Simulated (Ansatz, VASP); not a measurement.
NaF in VASP and in Ansatz

Contents of INCAR:

```
SYSTEM = NaF
ALGO     = Normal         ! electronic algorithm
EDIFF    = 1E-7           ! SCF threshold, eV
ENCUT    = 520            ! plane-wave cutoff, eV
GGA      = PS             ! functional
ISIF     = 2              ! what is computed and relaxed
ISMEAR   = 0              ! smearing method
LASPH    = .TRUE.         ! aspherical terms in the spheres
LCHARG   = .FALSE.        ! write CHGCAR
LREAL    = .FALSE.        ! projectors in reciprocal space
LWAVE    = .FALSE.        ! write WAVECAR
NBANDS   = 14             ! bands
NELM     = 100            ! most SCF steps
PREC     = Accurate       ! precision mode
SIGMA    = 0.001          ! smearing width, eV
```

KPOINTS

```
k-points
0
G
  6 6 6
  0 0 0
```

File POSCAR:

```
NaF
1.0
    2.7934852186      0.0000000000      0.0000000000
    0.0000000000      2.7934852186      0.0000000000
    0.0000000000      0.0000000000      2.7934852186
Na F
1 1
Direct
    0.0000000000      0.0000000000      0.0000000000
    0.5000000000      0.5000000000      0.5000000000
```

Input for Ansatz:

```yaml
crystal:
  lattice:
    - [2.7934852186, 0.0, 0.0]
    - [0.0, 2.7934852186, 0.0]
    - [0.0, 0.0, 2.7934852186]
  atoms:
    - { symbol: Na, position: [0.0, 0.0, 0.0] }
    - { symbol: F, position: [0.5, 0.5, 0.5] }
kpoints:
  mp_grid: { grid: [6, 6, 6] }
hamiltonian:
  xc: pbesol
scf:
  occupations: { method: gaussian, width: 0.001 }
  n_extra_bands: 4
output:
  forces: true
  stress: true
  eigenvalues: true
```

Alike in both runs: task single point; functional PBEsol; k mesh 6 × 6 × 6; occupations gaussian, width 0.001 eV; no spin polarisation.

|  | VASP | Ansatz |
| --- | --- | --- |
| version | VASP 6.6.1 | Ansatz 0.2.0 |
| potentials or method | VASP PAW PBE potentials, release 64 (Na_pv, F) | plane waves |
| plane-wave cutoff (eV) | 520 | 420 |
| valence electrons in the cell | 14 | 16 |

```tsv
	VASP	Ansatz	Ansatz less VASP
gap on the k mesh at the Fermi level (eV)	5.98	6.00	+0.019
pressure (GPa)	1.4	1.4	+0.04
```

VASP's potentials were made for PBE, not for PBEsol. The functional is the same, so the differences come from potentials, cutoffs and numerics. VASP's potentials hold 14 valence electrons a cell and Ansatz's 16, so a difference there can come from the potentials and not from the codes.
